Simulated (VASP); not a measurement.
# BaRhO3: single point with LDA

Crystal: BaRhO3.

```xyz
5
Lattice="4.0945 0.0000 0.0000 0.0000 4.0945 0.0000 0.0000 0.0000 4.1763" Properties=species:S:1:pos:R:3 pbc="T T T"
Ba    0.0000    0.0000    0.0000
Rh    2.0472    2.0472    2.0882
O     2.0472    0.0000    2.0882
O     0.0000    2.0472    2.0882
O     2.0472    2.0472    0.0000
```

```
Program                : VASP 6.6.1
Task                   : single point
Functional             : LDA
Potentials or basis    : VASP PAW LDA potentials, release 64 (Ba_sv, Rh_pv, O)
Cutoff                 : 520 eV
k mesh                 : 9 × 9 × 9
Occupations            : fermi-dirac, width 0.1 eV
Spin                   : no spin polarisation
Dipole correction      : no
Further INCAR settings : ALGO = Normal; EDIFF = 1e-07; NBANDS = 30
```

```
Pressure               : -16.0 GPa
Band gap on the k mesh : zero (an odd number of electrons rules out a gap without spin polarisation)
```

Stress tensor (GPa, compression positive):
```
-15.83   0.00   0.00
  0.00 -15.83   0.00
  0.00   0.00 -16.35
```

Levels at points of the mesh, in eV from the Fermi level:
```tsv
k point	band 19	band 20	band 21	band 22	band 23	band 24	band 25	band 26
(0.00, 0.00, 0.00)	-1.94	-1.39	-1.35	-1.35	-0.94	-0.85	3.96	4.13
```

Wall time 2.6 min on 1 thread of Intel Xeon 8259CL, with other jobs on the host, peak memory 0.27 GiB.

Caveat: the cell stands under tension; spin-orbit coupling is left out, which moves the levels of the heavy elements; an odd number of electrons without spin polarisation forces a metal; a magnetic or distorted state may lie lower.
